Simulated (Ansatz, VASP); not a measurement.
## As in VASP and in Ansatz

```xyz
2
Lattice="1.8808 1.0859 3.5141 -1.8808 1.0859 3.5141 0.0000 -2.1718 3.5141" Properties=species:S:1:pos:R:3 pbc="T T T"
As    0.0000    0.0000    8.1350
As    0.0000    0.0000    2.4072
```

Alike in both runs: functional PBE; dispersion D3(BJ); k mesh 15 × 15 × 15; occupations gaussian, width 0.1 eV; no spin polarisation.

Ansatz relaxed the structure, and its values are those at the end. VASP's run is a single point on that final structure, the one shown.

|  | VASP | Ansatz |
| --- | --- | --- |
| version | VASP 6.6.1 | Ansatz 0.2.0 |
| potentials or method | VASP PAW PBE potentials, release 64 (As), cutoff 520 eV | scalar-relativistic, plane waves, PAW |
| valence electrons in the cell | 10 | 30 |

```tsv
	VASP	Ansatz	Ansatz less VASP
gap on the k mesh at the Fermi level (eV)	none	none	-
pressure (GPa)	-0.3	-0.6	-0.29
rms of the force components (eV/Å)	0.027	0.003	-0.0240
```

A gap of «none» marks a metal or a gap that the smearing closes. VASP's potentials hold 10 valence electrons a cell and Ansatz's 30, so a difference there can come from the potentials and not from the codes. Ansatz's warnings: stress scf threshold loose.
